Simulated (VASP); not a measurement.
# Zr (C2/c) in VASP: a series of runs

The runs below take Zr through single point, with revPBE.

Everything below comes from runs of VASP 6.6.1. Logs are shortened: lines on timing, memory, paths and dates and some standing lists are left out, and cuts for length are marked.

### 1 The cell of the first run

The typed cell holds 2 atoms: a = 3.295 Å, b = 3.295 Å, c = 5.271 Å, α = 90.03°, β = 90.03°, γ = 120.04°.

### 2 Single point, revPBE (24.77 Å³/atom)

The input, INCAR:

```
SYSTEM = Zr
PREC = Accurate
ENCUT = 520
EDIFF = 1E-6
ISMEAR = -1
SIGMA = 0.1
LREAL = .FALSE.
LASPH = .TRUE.
NELM = 100
ALGO = Normal
ISIF = 2
LWAVE = .FALSE.
LCHARG = .FALSE.
GGA = RE
NBANDS = 19
```

The input, KPOINTS:

```
Automatic mesh
0
G
  13 13 7
  0 0 0
```

The input, POSCAR:

```
Zr
1.0
   -1.8204349755      2.2155066289      1.6225702689
    2.2155066289     -1.8204349755      1.6225702689
    3.6725924940      3.6725924940     -0.8989958121
Zr
2
Direct
    0.0415204800      0.9584795200      0.0000000000
    0.7084795200      0.2915204800      0.5000000000
```

Potentials or basis: VASP PAW PBE potentials, release 64 (Zr_sv).

Run with:

```console
$ cat potpaw_PBE.64/Zr_sv/POTCAR > POTCAR
$ mpirun -np 1 vasp_std > vasp.out
```

OUTCAR:

```text
SYSTEM = Zr
   PREC = Accurate
   ENCUT = 520
   EDIFF = 1E-6
   ISMEAR = -1
   LREAL = .FALSE.
   LASPH = .TRUE.
   NELM = 100
   ISIF = 2
   GGA = RE

 ion  position               nearest neighbor table
   1  0.042  0.958  0.000-   2 3.25   2 3.25   2 3.25   2 3.25   2 3.25   2 3.25
   2  0.708  0.292  0.500-   1 3.25   1 3.25   1 3.25   1 3.25   1 3.25   1 3.25

  LATTYP: Found a base centered monoclinic cell.
 ALAT       =     3.2928863225
 B/A-ratio  =     1.7333375024
 C/A-ratio  =     1.6007413099
 COS(beta)  =    -0.0008926299

  Lattice vectors:

 A1 = (  -1.8204349755,   2.2155066289,   1.6225702689)
 A2 = (   2.2155066289,  -1.8204349755,   1.6225702689)
 A3 = (   3.6725924940,   3.6725924940,  -0.8989958121)

Analysis of symmetry for initial positions (statically):
=====================================================================
 Subroutine PRICEL returns:
 Original cell was already a primitive cell.

 Routine SETGRP: Setting up the symmetry group for a
 base centered monoclinic supercell.

 Subroutine GETGRP returns: Found  4 space group operations
 (whereof  2 operations were pure point group operations)
 out of a pool of  4 trial point group operations.

The static configuration has the point symmetry C_2 .
 The point group associated with its full space group is C_2h.

Analysis of symmetry for dynamics (positions and initial velocities):
=====================================================================
 Subroutine PRICEL returns:
 Original cell was already a primitive cell.

 Routine SETGRP: Setting up the symmetry group for a
 base centered monoclinic supercell.

 Subroutine GETGRP returns: Found  4 space group operations
 (whereof  2 operations were pure point group operations)
 out of a pool of  4 trial point group operations.

The dynamic configuration has the point symmetry C_2 .
 The point group associated with its full space group is C_2h.

 Subroutine INISYM returns: Found  4 space group operations
 (whereof  2 operations are pure point group operations),
 and found     1 'primitive' translations

----------------------------------------------------------------------------------------

                                     Primitive cell

  volume of cell :      49.5341

  direct lattice vectors                    reciprocal lattice vectors
    -1.820434975  2.215506629  1.622570269    -0.087262621  0.160511033  0.299235616
     2.215506629 -1.820434975  1.622570269     0.160511033 -0.087262621  0.299235616
     3.672592494  3.672592494 -0.898995812     0.132203836  0.132203836 -0.032189662

  length of vectors
     3.294721141  3.294721141  5.271059165     0.350600215  0.350600215  0.189715267

  position of ions in fractional coordinates (direct lattice)
     0.041520480  0.958479520  0.000000000
     0.708479520  0.291520480  0.500000000

  ion indices of the primitive-cell ions
   primitive index   ion index
                 1           1
                 2           2

----------------------------------------------------------------------------------------

 KPOINTS: Automatic mesh

Automatic generation of k-mesh.
 Grid dimensions read from file:
 generate k-points for:   13   13    7

 Generating k-lattice:

  Cartesian coordinates                     Fractional coordinates (reciprocal lattice)
    -0.006712509  0.012347003  0.023018124     0.076923077 -0.000000000  0.000000000
     0.012347003 -0.006712509  0.023018124    -0.000000000  0.076923077  0.000000000
     0.018886262  0.018886262 -0.004598523     0.000000000  0.000000000  0.142857143

  Length of vectors
     0.026969247  0.026969247  0.027102181

  Shift w.r.t. Gamma in fractional coordinates (k-lattice)
     0.000000000  0.000000000  0.000000000

 Subroutine IBZKPT returns following result:
 ===========================================

 Found    322 irreducible k-points:

 Following reciprocal coordinates:
            Coordinates               Weight
  0.000000  0.000000  0.000000      1.000000
  0.076923 -0.000000 -0.000000      4.000000
  0.153846  0.000000  0.000000      4.000000
  0.230769 -0.000000  0.000000      4.000000
  0.307692  0.000000  0.000000      4.000000
  0.384615 -0.000000  0.000000      4.000000
[... 16 lines left out ...]
  0.384615  0.153846  0.000000      4.000000
  0.461538  0.153846  0.000000      4.000000
 [... further k-points ...]
   k-points           NKPTS =    322   k-points in BZ     NKDIM =    322   number of bands    NBANDS=     19
   number of dos      NEDOS =    301   number of ions     NIONS =      2
   total plane-waves  NPLWV =  31360
   dimension x,y,z NGX =    28 NGY =   28 NGZ =   40
   dimension x,y,z NGXF=    56 NGYF=   56 NGZF=   80
   ions per type =               2
   NGX,Y,Z   is equivalent  to a cutoff of  14.13, 14.13, 12.62 a.u.
   NGXF,Y,Z  is equivalent  to a cutoff of  28.26, 28.26, 25.23 a.u.
 SYSTEM =  Zr
   PREC   = accura    normal or accurate (medium, high low for compatibility)
   ISTART =      0    job   : 0-new  1-cont  2-samecut
   ICHARG =      2    charge: 1-file 2-atom 10-const
   ISPIN  =      1    spin polarized calculation?
   LNONCOLLINEAR =      F non collinear calculations
   LSORBIT =      F    spin-orbit coupling
   LASPH  =      T    aspherical Exc in radial PAW
   ENCUT  =  520.0 eV  38.22 Ry    6.18 a.u.   6.13  6.13  9.80*2*pi/ulx,y,z
   NELM   =    100;   NELMIN=  2; NELMDL= -5     # of ELM steps
   EDIFF  = 0.1E-05   stopping-criterion for ELM
   LREAL  =      F    real-space projection
   EDIFFG = 0.1E-04   stopping-criterion for IOM
   NSW    =      0    number of steps for IOM
   IBRION =     -1    ionic relax: 0-MD 1-quasi-New 2-CG
   NFREE  =      0    steps in history (QN), initial steepest desc. (CG)
   ISIF   =      2    stress and relaxation
   ISYM   =      2    0-nonsym 1-usesym 2-fastsym
   POTIM  = 0.5000    time-step for ionic-motion
   TEBEG  =    0.0;   TEEND  =   0.0 temperature during run
   PSTRESS=    0.0 pullay stress
   NELECT =      24.0000    total number of electrons
   NUPDOWN=      -1.0000    fix difference up-down
   EMIN   =  10.00;   EMAX   =-10.00  energy-range for DOS
   EFERMI =   0.00;   METHOD = LEGACY
   ISMEAR =    -1;   SIGMA  =   0.10  broadening in eV -4-tet -1-fermi 0-gaus
   EFERMI_NEDOS =   21; number of points for ismear=-14 and -15
   IALGO  =     38    algorithm
   IMIX   =      4    mixing-type and parameters
     AMIX     =   0.40;   BMIX     =  1.00
     AMIX_MAG =   1.60;   BMIX_MAG =  1.00
  volume/ion in A,a.u.               =      24.77       167.14
  Fermi-wavevector in a.u.,A,eV,Ry     =   1.285811  2.429830 22.494647  1.653310
  Thomas-Fermi vector in A             =   2.417923
   LORBIT       =      0    0 simple, 1 ext, 2 COOP (PROOUT), +10 PAW based schemes
   GGA     = RE    functional components
   LHFCALC =     F    Hartree Fock is set to
   AEXX    =    0.0000 exact exchange contribution
   IVDW    =     0    specifies the selected vdW correction
   LEPSILON=     F    determine dielectric tensor
   LRPA    =     F    only Hartree local field effects (RPA)
 non-spin polarized calculation
  energy-cutoff  :      520.00
  volume of cell :       49.53
 maximum number of plane-waves:      1350
 NGX is ok and might be reduce to    28
   NGX = 13   NGY = 13   NGZ = 19

 number of electron      24.0000001 magnetization

 Free energy of the ion-electron system (eV)
  ---------------------------------------------------
  ext. energy  EPLUGINS =         0.00000000
  ---------------------------------------------------
  free energy    TOTEN  =       -16.37877490 eV

  energy without entropy =      -16.30532399  energy(sigma->0) =      -16.34204945

 E-fermi :   8.3618     XC(G=0): -10.7490

 val. band max:        8.3616034384   @ k =   0.3077   0.3077   0.2857
 cond. band min:       8.3633740479   @ k =  -0.3077  -0.3077   0.2857
 fundamental gap:      0.0017706095
 Fermi energy:         8.3617567745

 k-point     1 :       0.0000    0.0000    0.0000
  band No.  band energies     occupation
      1     -40.6017      2.00000
      2     -40.4853      2.00000
      3     -19.0112      2.00000
      4     -18.3046      2.00000
      5     -18.3034      2.00000
      6     -18.1994      2.00000
[... 11 lines left out ...]
     18      10.4518      0.00000
     19      12.5397      0.00000

 k-point     2 :       0.0769   -0.0000   -0.0000
  band No.  band energies     occupation
      1     -40.5965      2.00000
      2     -40.4831      2.00000
      3     -18.9965      2.00000
      4     -18.3363      2.00000
      5     -18.3150      2.00000
      6     -18.2241      2.00000
[... 11 lines left out ...]
     18      10.3128      0.00000
     19      12.6321      0.00000

 k-point     3 :       0.1538    0.0000    0.0000
  band No.  band energies     occupation
      1     -40.5818      2.00000
      2     -40.4771      2.00000
      3     -18.9540      2.00000
      4     -18.4268      2.00000
      5     -18.3438      2.00000
      6     -18.3161      2.00000
[... 11 lines left out ...]
     18      10.3932      0.00000
     19      12.8318      0.00000

 k-point     4 :       0.2308   -0.0000    0.0000
  band No.  band energies     occupation
      1     -40.5603      2.00000
      2     -40.4695      2.00000
      3     -18.8889      2.00000
      4     -18.5545      2.00000
      5     -18.4414      2.00000
      6     -18.3827      2.00000
[... 11 lines left out ...]
     18      11.0043      0.00000
     19      13.0254      0.00000

 k-point     5 :       0.3077    0.0000    0.0000
  band No.  band energies     occupation
      1     -40.5360      2.00000
      2     -40.4627      2.00000
      3     -18.8095      2.00000
      4     -18.6897      2.00000
      5     -18.5693      2.00000
      6     -18.4226      2.00000
[... 11 lines left out ...]
     18      11.7659      0.00000
     19      13.1639      0.00000
[... 334 lines left out ...]
      2     -40.4606      2.00000
      3     -18.7767      2.00000
      4     -18.6782      2.00000
      5     -18.6279      2.00000
      6     -18.4366      2.00000
[... 11 lines left out ...]
     18      12.5124      0.00000
     19      12.9704      0.00000

 k-point    22 :       0.3077    0.1538    0.0000
  band No.  band energies     occupation
      1     -40.5057      2.00000
      2     -40.4585      2.00000
      3     -18.7749      2.00000
      4     -18.6980      2.00000
      5     -18.6756      2.00000
      6     -18.4974      2.00000
[... 11 lines left out ...]
     18      12.9873      0.00000
     19      13.4349      0.00000

 k-point    23 :       0.3846    0.1538    0.0000
  band No.  band energies     occupation
      1     -40.4917      2.00000
      2     -40.4596      2.00000
      3     -18.8285      2.00000
      4     -18.6989      2.00000
      5     -18.6376      2.00000
      6     -18.5360      2.00000
[... 11 lines left out ...]
     18      12.9921      0.00000
     19      14.1398      0.00000

 k-point    24 :       0.4615    0.1538    0.0000
  band No.  band energies     occupation
      1     -40.4917      2.00000
      2     -40.4597      2.00000
      3     -18.8282      2.00000
      4     -18.6985      2.00000
      5     -18.6375      2.00000
      6     -18.5362      2.00000
[... 11 lines left out ...]
     18      12.9914      0.00000
     19      14.1321      0.00000

 [... further k-points ...]
[... 5 lines left out ...]
  --------------------------------------------------------------------------------------
  -------------------------------------------------------------------------------------
  Total       -1.0367462     -1.0367462     -1.0118363     -0.0146957      0.0105042      0.0105042
  in kB      -33.5334845    -33.5334845    -32.7277759     -0.4753307      0.3397566      0.3397563
  external PRESSURE =     -33.2649149 kB  Pullay stress =       0.0000000 kB

 VOLUME and BASIS-vectors are now :
 -----------------------------------------------------------------------------
  energy-cutoff  :      520.00
  volume of cell :       49.53
      direct lattice vectors                 reciprocal lattice vectors
    -1.820434975  2.215506629  1.622570269    -0.087262621  0.160511033  0.299235616
     2.215506629 -1.820434975  1.622570269     0.160511033 -0.087262621  0.299235616
     3.672592494  3.672592494 -0.898995812     0.132203836  0.132203836 -0.032189662

 POSITION                                       TOTAL-FORCE (eV/Angst)
 -----------------------------------------------------------------------------------
      2.04793     -1.65286      1.62257        -0.000118      0.000118     -0.000000
      1.19242      2.87524      1.17307         0.000118     -0.000118      0.000000
 -----------------------------------------------------------------------------------
    total drift:                               -0.000000     -0.000000      0.000000

  FREE ENERGIE OF THE ION-ELECTRON SYSTEM (eV)
  ---------------------------------------------------
  free  energy   TOTEN  =       -16.3787749043 eV

  energy  without entropy=      -16.3053239887  energy(sigma->0) =      -16.34204945
```

Run time: 6.4 min. Hardware: 1 thread of Intel Xeon 8259CL, shared host; peak memory 0.36 GiB.

What came out:

| Item | Value |
| --- | --- |
| Free energy | -16.3788 eV |
| Pressure | -3.3 GPa |
| Band gap on the k mesh | zero (bands 12 and 13 overlap by 1.14 eV) |

Caveat: the cell stands under tension; the PAW data sets were made with another functional, which shifts forces and pressure a little.

### 3 Single point, revPBE (25.72 Å³/atom)

This run uses another cell than the first one, of 25.72 Å³/atom.

The input, INCAR:

```
PREC = Accurate ; ENCUT = 520
EDIFF = 1E-7 ; ISMEAR = -1
SIGMA = 0.1 ; LREAL = False
LASPH = True ; NELM = 100
ALGO = Normal ; ISIF = 2
LWAVE = False ; LCHARG = False
GGA = RE ; NBANDS = 19
```

The input, KPOINTS:

```
Automatic mesh
0
Gamma
  13 13 7
```

The input, POSCAR:

```
Zr
1.0
   -1.8434809027      2.2435539940      1.6431113136
    2.2435539940     -1.8434809027      1.6431113136
    3.7190859423      3.7190859423     -0.9103767141
Zr
2
Direct
    0.0415204800      0.9584795200      0.0000000000
    0.7084795200      0.2915204800      0.5000000000
```

Potentials or basis: VASP PAW PBE potentials, release 64 (Zr_sv).

Run with:

```console
$ cat potpaw_PBE.64/Zr_sv/POTCAR > POTCAR
$ mpirun -np 1 vasp_std > vasp.out
```

Run time: 6.5 min. Hardware: 1 thread of Intel Xeon 8259CL, shared host; peak memory 0.37 GiB.

Results (log left out):

- Free energy: -16.3231 eV
- Pressure: -6.1 GPa
- Band gap on the k mesh: zero (bands 12 and 13 overlap by 1.12 eV)

Stress tensor (GPa, compression positive):
```
-6.16 -0.12  0.05
-0.12 -6.16  0.05
 0.05  0.05 -6.01
```

Levels at points of the mesh, in eV from the Fermi level:
```csv
k point,band 10,band 11,band 12,band 13,band 14,band 15
"(0.00, 0.00, 0.00)",-2.75,0.82,0.87,0.88,0.96,1.46
```

Caveat: the cell stands under tension; the PAW data sets were made with another functional, which shifts forces and pressure a little.

### 4 Single point, revPBE (26.67 Å³/atom)

This run uses another cell than the first one, of 26.67 Å³/atom.

The input, INCAR:

```
PREC = Accurate ; ENCUT = 520
EDIFF = 1E-6 ; ISMEAR = -1
SIGMA = 0.1 ; LREAL = False
LASPH = True ; NELM = 80
ALGO = Normal ; ISIF = 2
LWAVE = False ; LCHARG = True
GGA = RE ; LELF = True
LVHAR = True ; NBANDS = 19
```

KPOINTS is that of step 3.

The input, POSCAR:

```
Zr
1.0
   -1.8659645930      2.2709171054      1.6631512315
    2.2709171054     -1.8659645930      1.6631512315
    3.7644451193      3.7644451193     -0.9214799634
Zr
2
Direct
    0.0415204800      0.9584795200      0.0000000000
    0.7084795200      0.2915204800      0.5000000000
```

Run with:

```console
$ cat potpaw_PBE.64/Zr_sv/POTCAR > POTCAR
$ mpirun -np 1 vasp_std > vasp.out
```

Wall time 5.9 min (1 thread of Intel Xeon 8259CL, shared host); peak memory 0.38 GiB.

It converged, with:

```yaml
Free_energy: -16.2371 eV
Pressure: -8.4 GPa
Band_gap_on_the_k_mesh: zero (bands 12 and 13 overlap by 1.11 eV)
```

Stress tensor (GPa, compression positive):
```
-8.49 -0.18  0.06
-0.18 -8.49  0.06
 0.06  0.06 -8.30
```

Levels at points of the mesh, in eV from the Fermi level:
```
           k point  band 9  band 10  band 11  band 12  band 13  band 14  band 15  band 16
(0.00, 0.00, 0.00)   -5.35    -2.66     0.72     0.85     0.86     0.93     1.41     1.42
```

Caveat: the cell stands under tension; the PAW data sets were made with another functional, which shifts forces and pressure a little.

### 5 Overview

```tsv
cell	gap on the mesh (eV)	pressure (GPa)
a = 3.295, b = 3.295, c = 5.271 Å, angles 90.0, 90.0, 120.0°, 2 atoms	none	-3.3
a = 3.336, b = 3.336, c = 5.338 Å, angles 90.0, 90.0, 120.0°, 2 atoms	none	-6.1
a = 3.377, b = 3.377, c = 5.403 Å, angles 90.0, 90.0, 120.0°, 2 atoms	none	-8.4
```

Alike in all rows: task single point; level revPBE; potentials or basis VASP PAW PBE potentials, release 64 (Zr_sv); no spin polarisation; k mesh 13 × 13 × 7; cutoff (eV) 520; smearing fermi-dirac 0.1 eV.

Caveats: the cell stands under tension; the PAW data sets were made with another functional, which shifts forces and pressure a little.

Absolute energies hang on the potentials; compare differences alone.
